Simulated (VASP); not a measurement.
Wanted: the native input for a VASP 6.6.1 run.

```
Task                   : single point
Functional             : r2SCAN
Potentials or basis    : VASP PAW PBE potentials, release 64 (Ga_d, N)
Cutoff                 : 660 eV
k mesh                 : 10 × 10 × 10
Occupations            : gaussian, width 0.02 eV
Spin                   : no spin polarisation
Dipole correction      : no
Further INCAR settings : ALGO = Normal; EDIFF = 1e-06; NBANDS = 16
```

Crystal: GaN (scanat).

```
CELL_PARAMETERS angstrom
0.00000 2.24915 2.24915
2.24915 0.00000 2.24915
2.24915 2.24915 0.00000
ATOMIC_POSITIONS crystal
Ga 0.00000 0.00000 0.00000
N 0.25000 0.25000 0.25000
```

These files were run (other wordings do the same):

POSCAR

```
GaN
1.0
    0.0000000000      2.2491509465      2.2491509465
    2.2491509465      0.0000000000      2.2491509465
    2.2491509465      2.2491509465      0.0000000000
Ga N
1 1
Direct
    0.0000000000      0.0000000000      0.0000000000
    0.2500000000      0.2500000000      0.2500000000
```

INCAR.step1

```
SYSTEM = GaN
PREC = Accurate
ENCUT = 660
ISMEAR = 0
SIGMA = 0.02
LREAL = .FALSE.
LASPH = .TRUE.
NELM = 120
NBANDS = 16
GGA = PE
ALGO = Normal
EDIFF = 1E-5
LWAVE = .TRUE.
LCHARG = .FALSE.
GGA_COMPAT = .FALSE.
```

INCAR.step2

```
SYSTEM = GaN
PREC = Accurate
ENCUT = 660
EDIFF = 1E-6
ISMEAR = 0
SIGMA = 0.02
LREAL = .FALSE.
LASPH = .TRUE.
NELM = 120
ALGO = Normal
ISIF = 2
LWAVE = .FALSE.
LCHARG = .TRUE.
METAGGA = R2SCAN
LMIXTAU = .TRUE.
LELF = .TRUE.
LVHAR = .TRUE.
NBANDS = 16
ISTART = 1
GGA_COMPAT = .FALSE.
```

KPOINTS

```
regular mesh
0
G
  10 10 10
  0 0 0
```

Potentials or basis: VASP PAW PBE potentials, release 64 (Ga_d, N).

The run is started by

```bash
$ cat potpaw_PBE.64/Ga_d/POTCAR potpaw_PBE.64/N/POTCAR > POTCAR
$ cp INCAR.step1 INCAR
$ mpirun -np 1 vasp_std > vasp.out
$ cp INCAR.step2 INCAR
$ mpirun -np 1 vasp_std > vasp.out
```

It gave:

```json
{
 "Pressure": "1.2 GPa",
 "Band gap on the k mesh": "2.16 eV, direct"
}
```

Caveat: the PAW data sets were made with another functional, which shifts forces and pressure a little.

It took 3.4 min on 1 thread of AMD EPYC 7R13, with other jobs on the host, peak memory 0.15 GiB.
